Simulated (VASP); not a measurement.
Here is a VASP 6.6.1 calculation.

Contents of INCAR:

```
SYSTEM = FeO
PREC     = Accurate       ! precision mode
ENCUT    = 520            ! plane-wave cutoff, eV
EDIFF    = 1E-6           ! SCF threshold, eV
ISMEAR   = -1             ! smearing method
SIGMA    = 0.05           ! smearing width, eV
LREAL    = .FALSE.        ! projectors in reciprocal space
LASPH    = .TRUE.         ! aspherical terms in the spheres
NELM     = 150            ! most SCF steps
ALGO     = Normal         ! electronic algorithm
ISIF     = 2              ! what is computed and relaxed
LWAVE    = .FALSE.        ! write WAVECAR
LCHARG   = .TRUE.         ! write CHGCAR
ISPIN    = 2              ! spin polarisation
MAGMOM   = 3 3 0 0        ! initial moments
LORBIT   = 11             ! projections on sites
LMAXMIX  = 4              ! l up to which the mixer works
GGA      = PE             ! functional
LELF     = .TRUE.         ! ELF
LVHAR    = .TRUE.       
NBANDS   = 26             ! bands
```

The input KPOINTS:

```
Automatic mesh
0
G
  9 9 5
  0 0 0
```

File POSCAR:

```
FeO
1.0
    3.0254491580      0.0000000000      0.0000000000
    0.0000000000      3.0254491580      0.0000000000
    0.0000000000      0.0000000000      5.4275378416
Fe O
2 2
Direct
    0.5000000000      0.0000000000      0.5000000000
    0.0000000000      0.5000000000      0.0000000000
    0.5000000000      0.5000000000      0.2500000000
    0.5000000000      0.5000000000      0.7500000000
```

Potentials or basis: VASP PAW PBE potentials, release 64 (Fe, O).

Command:

```sh
$ cat potpaw_PBE.64/Fe/POTCAR potpaw_PBE.64/O/POTCAR > POTCAR
$ mpirun -np 1 vasp_std > vasp.out
```

(1) Predict the pressure.

(2) What does it give for the site moments?

(3) Estimate the net moment.

## Answers

(1) -7.6 GPa.

(2) Fe +3.41; O +0.20 μB.

(3) 7.36 μB per cell.

Caveat: only a ferromagnetic start was run, and an antiferromagnetic order may lie lower in energy.
